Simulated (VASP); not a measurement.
## Cs: single point with PBEsol

Cs:

```
Cs
1.0
    -1.93682    1.93682    1.93682
     1.93682   -1.93682    1.93682
     1.93682    1.93682   -1.93682
Cs
1
Direct
  0.00000 0.00000 0.00000
```

| Quantity | Value |
| --- | --- |
| Program | VASP 6.6.1 |
| Task | single point |
| Functional | PBEsol |
| Potentials or basis | VASP PAW PBE potentials, release 64 (Cs_sv) |
| Cutoff | 500 eV |
| k mesh | 5 × 5 × 5 |
| Occupations | fermi-dirac, width 0.05 eV |
| Spin | no spin polarisation |

| Quantity | Value |
| --- | --- |
| Pressure | 16.0 GPa |
| Band gap on the k mesh | zero (an odd number of electrons rules out a gap without spin polarisation) |

Levels at points of the mesh, in eV from the Fermi level:
| k point | band 1 | band 2 | band 3 | band 4 | band 5 | band 6 | band 7 | band 8 | band 9 |
| --- | --- | --- | --- | --- | --- | --- | --- | --- | --- |
| (0.00, 0.00, 0.00) | -25.17 | -8.78 | -8.78 | -8.78 | -0.43 | 3.34 | 3.34 | 3.34 | 6.07 |

Wall time 2.3 s on 1 thread of Intel(R) Xeon(R) 6975P-C (Granite Rapids), on a shared host, peak memory 0.13 GiB.

Caveat: the k points lie up to 0.46 Å⁻¹ apart, too coarse for converged energies and pressures of a metal; the PAW data sets were made with another functional, which shifts forces and pressure a little; spin-orbit coupling is left out, which moves the levels of the heavy elements.
